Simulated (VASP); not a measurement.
A run of VASP 6.6.1:

INCAR

```
PREC = Accurate
ENCUT = 520
EDIFF = 1E-7
ISMEAR = -1
SIGMA = 0.06122561905347299
LREAL = False
LASPH = True
NELM = 60
ALGO = Normal
ISIF = 2
LWAVE = False
LCHARG = False
GGA = PE
NBANDS = 12
```

Contents of KPOINTS:

```
regular mesh
0
Gamma
  37 37 37
```

The input POSCAR:

```
Sc
1.0
    2.9866490051      0.0000000000      0.0000000000
    0.0000000000      2.9866490051      0.0000000000
    0.0000000000      0.0000000000      2.9866490051
Sc
1
Direct
    0.0000000000      0.0000000000      0.0000000000
```

Potentials or basis: VASP PAW PBE potentials, release 64 (Sc_sv).

Launch:

```bash
$ cat potpaw_PBE.64/Sc_sv/POTCAR > POTCAR
$ mpirun -np 1 vasp_std > vasp.out
```

Hardware: 1 thread of AMD EPYC 9R45 96-Core Processor (Zen 5), on a shared host.

Q: How long does it take, and how much memory?

A: Wall time 2.6 min on 1 thread of AMD EPYC 9R45 96-Core Processor (Zen 5), on a shared host, peak memory 0.45 GiB. Counts: scf iterations 13, k points 1330.
